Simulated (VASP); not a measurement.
# MgO (l.b) (Fm-3m) in VASP: single point with LDA

Aim: the single point of MgO (l.b) with LDA.

All numbers are computed with VASP 6.6.1; they aren't measurements. Logs are shortened: lines on timing, memory, paths and dates and some standing lists are left out, and cuts for length are marked.

## (1) The cell of the first run

The structure is cubic, space group Fm-3m (No. 225). The conventional cell has a = 4.220 Å, b = 4.220 Å, c = 4.220 Å, α = 90.00°, β = 90.00°, γ = 90.00°. Mg (site symmetry m-3m) has 6 O at 2.11 Å within 2.8 Å. O (site symmetry m-3m) has 6 Mg at 2.11 Å within 2.8 Å.

## (2) Single point, LDA

Input file INCAR:

```
ALGO = Normal
EDIFF = 1E-6
ENCUT = 600
GGA = CA
GGA_COMPAT = F
ISIF = 2
ISMEAR = 0
LASPH = T
LCHARG = F
LREAL = F
LWAVE = F
NBANDS = 11
NELM = 120
PREC = Accurate
SIGMA = 0.1
```

Input file KPOINTS:

```
k-points
0
Gamma
  8 8 8
```

Input file POSCAR:

```
MgO
1.0
    0.0000000000      2.1100000000      2.1100000000
    2.1100000000      0.0000000000      2.1100000000
    2.1100000000      2.1100000000      0.0000000000
Mg O
1 1
Direct
    0.0000000000      0.0000000000      0.0000000000
    0.5000000000      0.5000000000      0.5000000000
```

Potentials or basis: VASP PAW LDA potentials, release 64 (Mg, O).

Command:

```
$ cat potpaw_LDA.64/Mg/POTCAR potpaw_LDA.64/O/POTCAR > POTCAR
$ mpirun -np 1 vasp_std > vasp.out
```

OUTCAR:

```text
EDIFF = 1E-6
   ENCUT = 600
   GGA = CA
   ISIF = 2
   ISMEAR = 0
   LASPH = T
   LREAL = F
   NELM = 120
   PREC = Accurate

 ion  position               nearest neighbor table
   1  0.000  0.000  0.000-   2 2.11   2 2.11   2 2.11   2 2.11   2 2.11   2 2.11
   2  0.500  0.500  0.500-   1 2.11   1 2.11   1 2.11   1 2.11   1 2.11   1 2.11

  LATTYP: Found a face centered cubic cell.
 ALAT       =     4.2200000000

  Lattice vectors:

 A1 = (   0.0000000000,   2.1100000000,   2.1100000000)
 A2 = (   2.1100000000,   0.0000000000,   2.1100000000)
 A3 = (   2.1100000000,   2.1100000000,   0.0000000000)

Analysis of symmetry for initial positions (statically):
=====================================================================
 Subroutine PRICEL returns:
 Original cell was already a primitive cell.

 Routine SETGRP: Setting up the symmetry group for a
 face centered cubic supercell.

 Subroutine GETGRP returns: Found 48 space group operations
 (whereof 48 operations were pure point group operations)
 out of a pool of 48 trial point group operations.

The static configuration has the point symmetry O_h .

Analysis of symmetry for dynamics (positions and initial velocities):
=====================================================================
 Subroutine PRICEL returns:
 Original cell was already a primitive cell.

 Routine SETGRP: Setting up the symmetry group for a
 face centered cubic supercell.

 Subroutine GETGRP returns: Found 48 space group operations
 (whereof 48 operations were pure point group operations)
 out of a pool of 48 trial point group operations.

The dynamic configuration has the point symmetry O_h .

 Subroutine INISYM returns: Found 48 space group operations
 (whereof 48 operations are pure point group operations),
 and found     1 'primitive' translations

----------------------------------------------------------------------------------------

                                     Primitive cell

  volume of cell :      18.7879

  direct lattice vectors                    reciprocal lattice vectors
     0.000000000  2.110000000  2.110000000    -0.236966825  0.236966825  0.236966825
     2.110000000  0.000000000  2.110000000     0.236966825 -0.236966825  0.236966825
     2.110000000  2.110000000  0.000000000     0.236966825  0.236966825 -0.236966825

  length of vectors
     2.983990617  2.983990617  2.983990617     0.410438580  0.410438580  0.410438580

  position of ions in fractional coordinates (direct lattice)
     0.000000000  0.000000000  0.000000000
     0.500000000  0.500000000  0.500000000

  ion indices of the primitive-cell ions
   primitive index   ion index
                 1           1
                 2           2

----------------------------------------------------------------------------------------

 KPOINTS: k-points

Automatic generation of k-mesh.
 Grid dimensions read from file:
 generate k-points for:    8    8    8

 Generating k-lattice:

  Cartesian coordinates                     Fractional coordinates (reciprocal lattice)
    -0.029620853  0.029620853  0.029620853     0.125000000  0.000000000  0.000000000
     0.029620853 -0.029620853  0.029620853     0.000000000  0.125000000  0.000000000
     0.029620853  0.029620853 -0.029620853     0.000000000  0.000000000  0.125000000

  Length of vectors
     0.051304822  0.051304822  0.051304822

  Shift w.r.t. Gamma in fractional coordinates (k-lattice)
     0.000000000  0.000000000  0.000000000

 Subroutine IBZKPT returns following result:
 ===========================================

 Found     29 irreducible k-points:

 Following reciprocal coordinates:
            Coordinates               Weight
  0.000000  0.000000  0.000000      1.000000
  0.125000  0.000000  0.000000      8.000000
  0.250000  0.000000  0.000000      8.000000
  0.375000  0.000000  0.000000      8.000000
  0.500000  0.000000  0.000000      4.000000
  0.125000  0.125000  0.000000      6.000000
[... 16 lines left out ...]
  0.500000  0.250000  0.125000     48.000000
 -0.375000  0.250000  0.125000     24.000000
 [... further k-points ...]
   k-points           NKPTS =     29   k-points in BZ     NKDIM =     29   number of bands    NBANDS=     11
   number of dos      NEDOS =    301   number of ions     NIONS =      2
   total plane-waves  NPLWV =  13824
   dimension x,y,z NGX =    24 NGY =   24 NGZ =   24
   dimension x,y,z NGXF=    48 NGYF=   48 NGZF=   48
   ions per type =               1   1
   NGX,Y,Z   is equivalent  to a cutoff of  13.37, 13.37, 13.37 a.u.
   NGXF,Y,Z  is equivalent  to a cutoff of  26.74, 26.74, 26.74 a.u.
 SYSTEM =  unknown system
   PREC   = accura    normal or accurate (medium, high low for compatibility)
   ISTART =      0    job   : 0-new  1-cont  2-samecut
   ICHARG =      2    charge: 1-file 2-atom 10-const
   ISPIN  =      1    spin polarized calculation?
   LNONCOLLINEAR =      F non collinear calculations
   LSORBIT =      F    spin-orbit coupling
   LASPH  =      T    aspherical Exc in radial PAW
   ENCUT  =  600.0 eV  44.10 Ry    6.64 a.u.   5.96  5.96  5.96*2*pi/ulx,y,z
   NELM   =    120;   NELMIN=  2; NELMDL= -5     # of ELM steps
   EDIFF  = 0.1E-05   stopping-criterion for ELM
   LREAL  =      F    real-space projection
   EDIFFG = 0.1E-04   stopping-criterion for IOM
   NSW    =      0    number of steps for IOM
   IBRION =     -1    ionic relax: 0-MD 1-quasi-New 2-CG
   NFREE  =      0    steps in history (QN), initial steepest desc. (CG)
   ISIF   =      2    stress and relaxation
   ISYM   =      2    0-nonsym 1-usesym 2-fastsym
   POTIM  = 0.5000    time-step for ionic-motion
   TEBEG  =    0.0;   TEEND  =   0.0 temperature during run
   PSTRESS=    0.0 pullay stress
   NELECT =       8.0000    total number of electrons
   NUPDOWN=      -1.0000    fix difference up-down
   EMIN   =  10.00;   EMAX   =-10.00  energy-range for DOS
   EFERMI =   0.00;   METHOD = LEGACY
   ISMEAR =     0;   SIGMA  =   0.10  broadening in eV -4-tet -1-fermi 0-gaus
   EFERMI_NEDOS =   21; number of points for ismear=-14 and -15
   IALGO  =     38    algorithm
   IMIX   =      4    mixing-type and parameters
     AMIX     =   0.40;   BMIX     =  1.00
     AMIX_MAG =   1.60;   BMIX_MAG =  1.00
  volume/ion in A,a.u.               =       9.39        63.39
  Fermi-wavevector in a.u.,A,eV,Ry     =   1.231627  2.327437 20.638731  1.516904
  Thomas-Fermi vector in A             =   2.366429
   LORBIT       =      0    0 simple, 1 ext, 2 COOP (PROOUT), +10 PAW based schemes
   GGA     = CA    functional components
   LHFCALC =     F    Hartree Fock is set to
   AEXX    =    0.0000 exact exchange contribution
   IVDW    =     0    specifies the selected vdW correction
   LEPSILON=     F    determine dielectric tensor
   LRPA    =     F    only Hartree local field effects (RPA)
 non-spin polarized calculation
 Gauss-broadening in eV      SIGMA  =   0.10
  energy-cutoff  :      600.00
  volume of cell :       18.79
 maximum number of plane-waves:       638
   NGX = 11   NGY = 11   NGZ = 11

 number of electron       8.0000005 magnetization

 Free energy of the ion-electron system (eV)
  ---------------------------------------------------
  ext. energy  EPLUGINS =         0.00000000
  ---------------------------------------------------
  free energy    TOTEN  =       -13.42269608 eV

  energy without entropy =      -13.42269608  energy(sigma->0) =      -13.42269608

 E-fermi :   3.3443     XC(G=0): -11.5644

 val. band max:        2.8356433097   @ k =   0.0000   0.0000   0.0000
 cond. band min:       7.4384710638   @ k =   0.0000   0.0000   0.0000
 fundamental gap:      4.6028277541
 Fermi energy:         3.3443212383

 k-point     1 :       0.0000    0.0000    0.0000
  band No.  band energies     occupation
      1     -14.1361      2.00000
      2       2.8356      2.00000
      3       2.8356      2.00000
      4       2.8356      2.00000
      5       7.4385      0.00000
      6      18.3325      0.00000
      7      18.3325      0.00000
      8      18.3325      0.00000
      9      22.3422      0.00000
     10      23.9786      0.00000
     11      23.9786      0.00000

 k-point     2 :       0.1250    0.0000    0.0000
  band No.  band energies     occupation
      1     -13.9677      2.00000
      2       1.8718      2.00000
      3       2.7313      2.00000
      4       2.7313      2.00000
      5       8.3458      0.00000
      6      16.6838      0.00000
      7      18.6862      0.00000
      8      18.6862      0.00000
      9      22.9707      0.00000
     10      22.9707      0.00000
     11      24.4130      0.00000

 k-point     3 :       0.2500    0.0000    0.0000
  band No.  band energies     occupation
      1     -13.5282      2.00000
      2       0.1511      2.00000
      3       2.4915      2.00000
      4       2.4915      2.00000
      5       9.7635      0.00000
      6      15.1536      0.00000
      7      19.1538      0.00000
      8      19.1538      0.00000
      9      22.5823      0.00000
     10      22.5823      0.00000
     11      24.3881      0.00000

 k-point     4 :       0.3750    0.0000    0.0000
  band No.  band energies     occupation
      1     -13.0293      2.00000
      2      -1.2774      2.00000
      3       2.2662      2.00000
      4       2.2662      2.00000
      5      10.4481      0.00000
      6      14.9538      0.00000
      7      18.9530      0.00000
      8      18.9530      0.00000
      9      23.6124      0.00000
     10      23.8910      0.00000
     11      23.8910      0.00000
[... 239 lines left out ...]
 k-point    22 :       0.3750    0.2500    0.1250
  band No.  band energies     occupation
      1     -13.2122      2.00000
      2      -0.2073      2.00000
      3       1.6664      2.00000
      4       2.2136      2.00000
      5      11.1486      0.00000
      6      14.0816      0.00000
      7      17.5479      0.00000
      8      19.9997      0.00000
      9      20.6070      0.00000
     10      24.8879      0.00000
     11      28.1822      0.00000

 k-point    23 :       0.5000    0.2500    0.1250
  band No.  band energies     occupation
      1     -12.8182      2.00000
      2      -0.9132      2.00000
      3       1.0847      2.00000
      4       1.9580      2.00000
      5      12.1257      0.00000
      6      14.2481      0.00000
      7      16.3964      0.00000
      8      19.5960      0.00000
      9      22.1622      0.00000
     10      24.8525      0.00000
     11      28.3925      0.00000

 k-point    24 :      -0.3750    0.2500    0.1250
  band No.  band energies     occupation
      1     -12.6422      2.00000
      2      -1.2161      2.00000
      3       0.8762      2.00000
      4       1.8370      2.00000
      5      12.2976      0.00000
      6      14.7784      0.00000
      7      15.9731      0.00000
      8      19.3537      0.00000
      9      23.0235      0.00000
     10      24.4982      0.00000
     11      28.5340      0.00000

 [... further k-points ...]
[... 5 lines left out ...]
  --------------------------------------------------------------------------------------
  -------------------------------------------------------------------------------------
  Total       -1.0301353     -1.0301353     -1.0301353      0.0000000      0.0000000      0.0000000
  in kB      -87.8471141    -87.8471141    -87.8471141      0.0000000      0.0000000      0.0000000
  external PRESSURE =     -87.8471141 kB  Pullay stress =       0.0000000 kB

 VOLUME and BASIS-vectors are now :
 -----------------------------------------------------------------------------
  energy-cutoff  :      600.00
  volume of cell :       18.79
      direct lattice vectors                 reciprocal lattice vectors
     0.000000000  2.110000000  2.110000000    -0.236966825  0.236966825  0.236966825
     2.110000000  0.000000000  2.110000000     0.236966825 -0.236966825  0.236966825
     2.110000000  2.110000000  0.000000000     0.236966825  0.236966825 -0.236966825

 POSITION                                       TOTAL-FORCE (eV/Angst)
 -----------------------------------------------------------------------------------
      0.00000      0.00000      0.00000        -0.000000     -0.000000      0.000000
      2.11000      2.11000      2.11000         0.000000      0.000000     -0.000000
 -----------------------------------------------------------------------------------
    total drift:                               -0.000000     -0.000000      0.000000

  FREE ENERGIE OF THE ION-ELECTRON SYSTEM (eV)
  ---------------------------------------------------
  free  energy   TOTEN  =       -13.4226960766 eV

  energy  without entropy=      -13.4226960766  energy(sigma->0) =      -13.42269608
```

Wall time 3.9 s (1 thread of Intel Xeon 6975P-C, shared host); peak memory 0.13 GiB.

Results:

- Free energy: -13.4227 eV
- Pressure: -8.8 GPa
- Band gap on the k mesh: 4.60 eV, direct
